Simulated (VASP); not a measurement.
# Co (Im-3m) in VASP: a series of runs, part 2 of 2

VASP 6.6.1. The steps go on from the part before.

## Step 4: Single point, PBEsol, collinear spin, antiferromagnetic start

This run uses another cell than the first one: it holds 2 atoms, not 1.

File INCAR:

```
SYSTEM = Co
PREC = Accurate
ENCUT = 520
EDIFF = 1E-7
ISMEAR = -1
SIGMA = 0.05
LREAL = .False.
LASPH = .True.
NELM = 150
ALGO = Normal
ISIF = 2
LWAVE = .False.
LCHARG = .False.
ISPIN = 2
MAGMOM = 1.7 -1.7
LORBIT = 11
LMAXMIX = 4
GGA = PS
NBANDS = 20
```

File KPOINTS:

```
regular mesh
0
Gamma
  11 11 11
  0 0 0
```

File POSCAR:

```
Co
1.0
    2.7312754374      0.0000000000      0.0000000000
    0.0000000000      2.7312754374      0.0000000000
    0.0000000000      0.0000000000      2.7312754374
Co
2
Direct
    0.0000000000      0.0000000000      0.0000000000
    0.5000000000      0.5000000000      0.5000000000
```

Potentials or basis: VASP PAW PBE potentials, release 64 (Co).

On the command line:

```sh
cat potpaw_PBE.64/Co/POTCAR > POTCAR
mpirun -np 1 vasp_std > vasp.out
```

OUTCAR:

```text
SYSTEM = Co
   PREC = Accurate
   ENCUT = 520
   EDIFF = 1E-7
   ISMEAR = -1
   LREAL = .False.
   LASPH = .True.
   NELM = 150
   ISIF = 2
   ISPIN = 2
   LORBIT = 11
   GGA = PS

 ion  position               nearest neighbor table
   1  0.000  0.000  0.000-   2 2.37   2 2.37   2 2.37   2 2.37   2 2.37   2 2.37   2 2.37   2 2.37

   2  0.500  0.500  0.500-   1 2.37   1 2.37   1 2.37   1 2.37   1 2.37   1 2.37   1 2.37   1 2.37

  LATTYP: Found a simple cubic cell.
 ALAT       =     2.7312754374

  Lattice vectors:

 A1 = (   2.7312754374,   0.0000000000,   0.0000000000)
 A2 = (   0.0000000000,   2.7312754374,   0.0000000000)
 A3 = (   0.0000000000,   0.0000000000,   2.7312754374)

Analysis of symmetry for initial positions (statically):
=====================================================================
 Subroutine PRICEL returns following result:

  LATTYP: Found a body centered cubic cell.
 ALAT       =     2.7312754374
[... 12 lines left out ...]
 Subroutine GETGRP returns: Found 48 space group operations
 (whereof 48 operations were pure point group operations)
[... 769 lines left out ...]
      6       8.8970      1.00000
[... 541 lines left out ...]
     19      36.5817      0.00000
     20      38.0856      0.00000

 [... further k-points ...]

------------------------ aborting loop because EDIFF is reached ----------------------------------------

  FORCE on cell =-STRESS in cart. coord.  units (eV):
  Direction    XX          YY          ZZ          XY          YZ          ZX
  --------------------------------------------------------------------------------------
  -------------------------------------------------------------------------------------
  Total       -0.1336476     -0.1336476     -0.1336476      0.0000000      0.0000000      0.0000000
  in kB      -10.5093338    -10.5093338    -10.5093338      0.0000000      0.0000000      0.0000000
  external PRESSURE =     -10.5093338 kB  Pullay stress =       0.0000000 kB

 VOLUME and BASIS-vectors are now :
 -----------------------------------------------------------------------------
  energy-cutoff  :      520.00
  volume of cell :       20.37
      direct lattice vectors                 reciprocal lattice vectors
     2.731275437  0.000000000  0.000000000     0.366129313  0.000000000  0.000000000
     0.000000000  2.731275437  0.000000000     0.000000000  0.366129313  0.000000000
     0.000000000  0.000000000  2.731275437     0.000000000  0.000000000  0.366129313

 POSITION                                       TOTAL-FORCE (eV/Angst)
 -----------------------------------------------------------------------------------
      0.00000      0.00000      0.00000         0.000000     -0.000000      0.000000
      1.36564      1.36564      1.36564        -0.000000      0.000000     -0.000000
 -----------------------------------------------------------------------------------
    total drift:                               -0.000000      0.000000     -0.000000

  FREE ENERGIE OF THE ION-ELECTRON SYSTEM (eV)
  ---------------------------------------------------
  free  energy   TOTEN  =       -14.7356965003 eV

  energy  without entropy=      -14.6986407811  energy(sigma->0) =      -14.71716864

 total charge

# of ion       s       p       d       tot
------------------------------------------
    1        0.507   0.571   7.324   8.401
    2        0.507   0.571   7.324   8.401
--------------------------------------------------
tot          1.013   1.141  14.648  16.802

 magnetization (x)

# of ion       s       p       d       tot
------------------------------------------
    1        0.008   0.010   0.668   0.687
    2       -0.008  -0.010  -0.668  -0.687
--------------------------------------------------
tot          0.000  -0.000   0.000  -0.000
```

OSZICAR:

```text
N       E                     dE             d eps       ncg     rms          rms(c)
DAV:   1     0.849314720191E+02    0.84931E+02   -0.76096E+03  4760   0.120E+03
DAV:   2    -0.127041255694E+02   -0.97636E+02   -0.88584E+02  4604   0.221E+02
DAV:   3    -0.172939385771E+02   -0.45898E+01   -0.43524E+01  4988   0.569E+01
DAV:   4    -0.173752250893E+02   -0.81287E-01   -0.81164E-01  5540   0.663E+00
DAV:   5    -0.173776488030E+02   -0.24237E-02   -0.24235E-02  5340   0.107E+00    0.167E+01
DAV:   6    -0.150724950681E+02    0.23052E+01   -0.72210E+00  5064   0.570E+01    0.560E+00
DAV:   7    -0.147722513798E+02    0.30024E+00   -0.10048E+00  5396   0.193E+01    0.293E+00
DAV:   8    -0.147447264484E+02    0.27525E-01   -0.24455E-02  6888   0.237E+00    0.121E+00
DAV:   9    -0.147370359042E+02    0.76905E-02   -0.40343E-03  7552   0.117E+00    0.319E-01
DAV:  10    -0.147357287567E+02    0.13071E-02   -0.91152E-04  7148   0.559E-01    0.663E-02
DAV:  11    -0.147356921100E+02    0.36647E-04   -0.61595E-05  6300   0.870E-02    0.355E-02
DAV:  12    -0.147356969009E+02   -0.47909E-05   -0.53209E-06  5032   0.264E-02    0.771E-03
DAV:  13    -0.147356965755E+02    0.32546E-06   -0.45248E-07  5344   0.821E-03    0.266E-03
DAV:  14    -0.147356965003E+02    0.75217E-07   -0.40165E-08  2640   0.524E-03
   1 F= -.14735697E+02 E0= -.14717169E+02  d E =-.370557E-01  mag=     0.0000
```

Wall time 32 s (1 thread of Intel Xeon Platinum 8259CL at 2.50GHz (Skylake/Cascade Lake), shared host); peak memory 0.15 GiB.

Results:

```
Free energy                                           : -14.7357 eV
Pressure                                              : -1.1 GPa
Band gap on the k mesh                                : zero (filled and empty bands overlap)
Net moment                                            : 0.00 μB per cell
Site moments                                          : Co +0.69, -0.69 μB
Valence electrons inside the program's atomic spheres : Co 8.40
```

Caveat: the PAW data sets were made with another functional, which shifts forces and pressure a little.

## Step 5: Single point, PBEsol, collinear spin, ferromagnetic start (volume scaled by 0.88)

Changes to INCAR since step 4:

```diff
@@ -3,3 +3,3 @@
 ENCUT = 520
-EDIFF = 1E-7
+EDIFF = 1E-6
 ISMEAR = -1
@@ -14,3 +14,3 @@
 ISPIN = 2
-MAGMOM = 1.7 -1.7
+MAGMOM = -1.742 -1.742
 LORBIT = 11
```

File KPOINTS:

```
Automatic mesh
0
Gamma
  13 13 13
  0 0 0
```

File POSCAR:

```
Co
1.0
    2.6173374732      0.0000000000      0.0000000000
    0.0000000000      2.6173374732      0.0000000000
    0.0000000000      0.0000000000      2.6173374732
Co
2
Direct
    0.0000000000      0.0000000000      0.0000000000
    0.5000000000      0.5000000000      0.5000000000
```

Potentials or basis: VASP PAW PBE potentials, release 64 (Co).

On the command line:

```sh
cat potpaw_PBE.64/Co/POTCAR > POTCAR
mpirun -np 1 vasp_std > vasp.out
```

OUTCAR:

```text
SYSTEM = Co
   PREC = Accurate
   ENCUT = 520
   EDIFF = 1E-6
   ISMEAR = -1
   LREAL = .False.
   LASPH = .True.
   NELM = 150
   ISIF = 2
   ISPIN = 2
   LORBIT = 11
   GGA = PS

 ion  position               nearest neighbor table
   1  0.000  0.000  0.000-   2 2.27   2 2.27   2 2.27   2 2.27   2 2.27   2 2.27   2 2.27   2 2.27

   2  0.500  0.500  0.500-   1 2.27   1 2.27   1 2.27   1 2.27   1 2.27   1 2.27   1 2.27   1 2.27

  LATTYP: Found a simple cubic cell.
 ALAT       =     2.6173374732

  Lattice vectors:

 A1 = (   2.6173374732,   0.0000000000,   0.0000000000)
 A2 = (   0.0000000000,   2.6173374732,   0.0000000000)
 A3 = (   0.0000000000,   0.0000000000,   2.6173374732)

Analysis of symmetry for initial positions (statically):
=====================================================================
 Subroutine PRICEL returns following result:

  LATTYP: Found a body centered cubic cell.
 ALAT       =     2.6173374732
[... 12 lines left out ...]
 Subroutine GETGRP returns: Found 48 space group operations
 (whereof 48 operations were pure point group operations)
 out of a pool of 48 trial point group operations.

The static configuration has the point symmetry O_h .

Analysis of symmetry for dynamics (positions and initial velocities):
=====================================================================
 Subroutine PRICEL returns following result:

  LATTYP: Found a body centered cubic cell.
 ALAT       =     2.6173374732
[... 12 lines left out ...]
 Subroutine GETGRP returns: Found 48 space group operations
 (whereof 48 operations were pure point group operations)
 out of a pool of 48 trial point group operations.

The dynamic configuration has the point symmetry O_h .

Analysis of structural, dynamic, and magnetic symmetry:
=====================================================================
 Subroutine PRICEL returns following result:

  LATTYP: Found a body centered cubic cell.
 ALAT       =     2.6173374732
[... 12 lines left out ...]
 Subroutine GETGRP returns: Found 48 space group operations
 (whereof 48 operations were pure point group operations)
 out of a pool of 48 trial point group operations.

[... 142 lines left out ...]
  free energy    TOTEN  =       -14.79076509 eV

  energy without entropy =      -14.76912155  energy(sigma->0) =      -14.77994332

 E-fermi :  13.4223     XC(G=0): -14.7477

 val. band max:       13.4201343333   @ k =   0.1538   0.0769   0.0769
 cond. band min:      13.4256907435   @ k =   0.3077   0.3077   0.0769
 fundamental gap:      0.0055564102
 Fermi energy:        13.4222992633

 spin component 1

 k-point     1 :       0.0000    0.0000    0.0000
  band No.  band energies     occupation
      1       3.0489      1.00000
      2       8.1939      1.00000
      3       8.1939      1.00000
      4      11.4833      1.00000
      5      11.4833      1.00000
      6      11.4833      1.00000
[... 541 lines left out ...]
     19      41.5550      0.00000
     20      44.0381      0.00000

 [... further k-points ...]

 spin component 2

 k-point     1 :       0.0000    0.0000    0.0000
  band No.  band energies     occupation
      1       2.8877      1.00000
      2       6.8752      1.00000
      3       6.8752      1.00000
      4      10.0323      1.00000
      5      10.0323      1.00000
      6      10.0323      1.00000
[... 541 lines left out ...]
     19      41.1536      0.00000
     20      43.8009      0.00000

 [... further k-points ...]

------------------------ aborting loop because EDIFF is reached ----------------------------------------

  FORCE on cell =-STRESS in cart. coord.  units (eV):
  Direction    XX          YY          ZZ          XY          YZ          ZX
  --------------------------------------------------------------------------------------
  -------------------------------------------------------------------------------------
  Total        6.2489650      6.2489650      6.2489650      0.0000000     -0.0000000      0.0000000
  in kB      558.3924074    558.3924074    558.3924074      0.0000000     -0.0000000      0.0000000
  external PRESSURE =     558.3924074 kB  Pullay stress =       0.0000000 kB

 VOLUME and BASIS-vectors are now :
 -----------------------------------------------------------------------------
  energy-cutoff  :      520.00
  volume of cell :       17.93
      direct lattice vectors                 reciprocal lattice vectors
     2.617337473  0.000000000  0.000000000     0.382067659  0.000000000  0.000000000
     0.000000000  2.617337473  0.000000000     0.000000000  0.382067659  0.000000000
     0.000000000  0.000000000  2.617337473     0.000000000  0.000000000  0.382067659

 POSITION                                       TOTAL-FORCE (eV/Angst)
 -----------------------------------------------------------------------------------
      0.00000      0.00000      0.00000         0.000000      0.000000      0.000000
      1.30867      1.30867      1.30867        -0.000000     -0.000000     -0.000000
 -----------------------------------------------------------------------------------
    total drift:                               -0.000000      0.000000     -0.000000

  FREE ENERGIE OF THE ION-ELECTRON SYSTEM (eV)
  ---------------------------------------------------
  free  energy   TOTEN  =       -14.7907650905 eV

  energy  without entropy=      -14.7691215450  energy(sigma->0) =      -14.77994332

 total charge

# of ion       s       p       d       tot
------------------------------------------
    1        0.578   0.725   7.412   8.715
    2        0.578   0.725   7.412   8.715
--------------------------------------------------
tot          1.157   1.450  14.824  17.431

 magnetization (x)

# of ion       s       p       d       tot
------------------------------------------
    1        0.005   0.041  -1.626  -1.579
    2        0.005   0.041  -1.626  -1.579
--------------------------------------------------
tot          0.011   0.082  -3.251  -3.158
```

stdout:

```text
POSCAR found type information on POSCAR Co
 POSCAR found :  1 types and       2 ions
 scaLAPACK will be used
 -----------------------------------------------------------------------------
|                                                                             |
|                                                                             |
|     You enforced a specific xc type in the INCAR file but a different       |
|     I HOPE YOU KNOW WHAT YOU ARE DOING!                                     |
|                                                                             |
 -----------------------------------------------------------------------------

 LDA part: xc-table for (Slater+PW92), standard interpolation
 POSCAR, INCAR and KPOINTS ok, starting setup
 FFT: planning ... GRIDC
 FFT: planning ... GRID_SOFT
 FFT: planning ... GRID
 WAVECAR not read
 entering main loop
```

It took 43 s on 1 thread of Intel Xeon Platinum 8259CL at 2.50GHz (Skylake/Cascade Lake), shared host; peak memory 0.16 GiB.

Results:

```
Free energy                                           : -14.7908 eV
Pressure                                              : 55.8 GPa
Net moment                                            : -3.19 μB per cell
Site moments                                          : Co -1.58 μB
Valence electrons inside the program's atomic spheres : Co 8.71
```

Levels at points of the mesh, in eV from the Fermi level:
Spin up:
| k point | band 5 | band 6 | band 7 | band 8 | band 9 | band 10 | band 11 | band 12 |
| --- | --- | --- | --- | --- | --- | --- | --- | --- |
| (0.00, 0.00, 0.00) | -1.94 | -1.94 | 0.27 | 0.27 | 1.31 | 1.31 | 1.31 | 11.18 |
Spin down:
```csv
k point,band 7,band 8,band 9,band 10,band 11,band 12,band 13,band 14,band 15,band 16
"(0.00, 0.00, 0.00)",-1.74,-1.74,-0.37,-0.37,-0.37,10.94,10.94,10.94,17.53,17.53
```

Caveat: the PAW data sets were made with another functional, which shifts forces and pressure a little.

## Step 6: The runs side by side

```csv
spin,cell,k mesh,gap on the mesh (eV),pressure (GPa),moment (μB)
"collinear, ferromagnetic start","a = 2.487 Å, angles 109.5°, 1 atom",18 × 18 × 18,none,-20.2,1.80
"collinear, ferromagnetic start","a = 2.395 Å, angles 109.5°, 1 atom",26 × 26 × 26,none,-0.5,1.72
"collinear, antiferromagnetic start","a = 2.731 Å, 2 atoms",11 × 11 × 11,none,-1.1,0.00
"collinear, ferromagnetic start","a = 2.617 Å, 2 atoms",13 × 13 × 13,none,55.8,3.19
```

Alike in all rows: task single point; level PBEsol; potentials or basis VASP PAW PBE potentials, release 64 (Co); cutoff (eV) 520; smearing fermi-dirac 0.05 eV.

Caveats: the PAW data sets were made with another functional, which shifts forces and pressure a little.

Total energies depend on the potentials used, so only differences within one code and one set of settings carry meaning.
